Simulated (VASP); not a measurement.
MgS, 2 atoms in the cell. The structure is cubic, space group Fm-3m (No. 225). The conventional cell has a = 5.073 Å, b = 5.073 Å, c = 5.073 Å, α = 90.00°, β = 90.00°, γ = 90.00°. Within 3.3 Å of Mg (site symmetry m-3m) lie 6 S at 2.54 Å. S (site symmetry m-3m) has 6 Mg at 2.54 Å within 3.3 Å.  This cell differs from its parent crystal: strain -0.025 along x and y, -0.025 along z.

* Program: VASP 6.6.1
* Task: single point
* Functional: PBE
* Potentials or basis: VASP PAW PBE potentials, release 64 (Mg, S)
* Cutoff: 520 eV
* k mesh: 8 × 8 × 8
* Occupations: gaussian, width 0.05 eV
* Spin: no spin polarisation
* Dipole correction: no
* Further INCAR settings: ALGO = Normal; EDIFF = 1e-06; NBANDS = 11

Potentials or basis: VASP PAW PBE potentials, release 64 (Mg, S).

Run with:

```bash
$ cat potpaw_PBE.64/Mg/POTCAR potpaw_PBE.64/S/POTCAR > POTCAR
$ mpirun -np 1 vasp_std > vasp.out
```

Hardware: 1 thread of Intel Xeon 6975P-C, on a shared host.

Estimate the wall time of this run.

It took 13 s on 1 thread of Intel Xeon 6975P-C (shared host), peak memory 0.16 GiB. Counts: scf iterations 12, k points 29.
